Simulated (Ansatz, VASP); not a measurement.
## Two plane-wave programs on Ta

The input INCAR:

```
SYSTEM = Ta
  PREC = Accurate
  ENCUT = 520
  EDIFF = 1E-6
  ISMEAR = -1
  SIGMA = 0.1
  LREAL = .FALSE.
  LASPH = .TRUE.
  NELM = 100
  ALGO = Normal
  ISIF = 2
  LWAVE = .FALSE.
  LCHARG = .FALSE.
  GGA = PE
  NBANDS = 12
```

KPOINTS

```
Automatic mesh
0
G
  12 12 12
  0 0 0
```

File POSCAR:

```
Ta
1.0
   -1.6089206722      1.6089206722      1.6089206722
    1.6089206722     -1.6089206722      1.6089206722
    1.6089206722      1.6089206722     -1.6089206722
Ta
1
Direct
    0.0000000000      0.0000000000      0.0000000000
```

Input for Ansatz:

```yaml
crystal:
  lattice:
    - [-1.6089206722117326, 1.6089206722117326, 1.6089206722117326]
    - [1.6089206722117326, -1.6089206722117326, 1.6089206722117326]
    - [1.6089206722117326, 1.6089206722117326, -1.6089206722117326]
  atoms:
    - { symbol: Ta, position: [0.0, 0.0, 0.0] }
basis:
  ecutwfc: 500.0
kpoints:
  mp_grid:
    grid: [12, 12, 12]
hamiltonian:
  xc: pbe
  pseudopotentials:
    kind: paw
scf:
  occupations:
    method: fermi_dirac
    width: 0.1
output:
  stress: true
```

Alike in both runs: task single point; functional PBE; k mesh 12 × 12 × 12; occupations fermi-dirac, width 0.1 eV; no spin polarisation.

|  | VASP | Ansatz |
| --- | --- | --- |
| version | VASP 6.6.1 | Ansatz 0.2.0 |
| potentials or method | VASP PAW PBE potentials, release 64 (Ta_pv), cutoff 520 eV | plane waves, PAW |
| valence electrons in the cell | 11 | 13 |

Ansatz gave:

| Item | Value |
| --- | --- |
| pressure (GPa) | 20.8 |

Estimate VASP's values.

pressure (GPa): 21.1.

VASP's potentials hold 11 valence electrons a cell and Ansatz's 13, so a difference there can come from the potentials and not from the codes.

Neither program's run includes spin-orbit coupling.
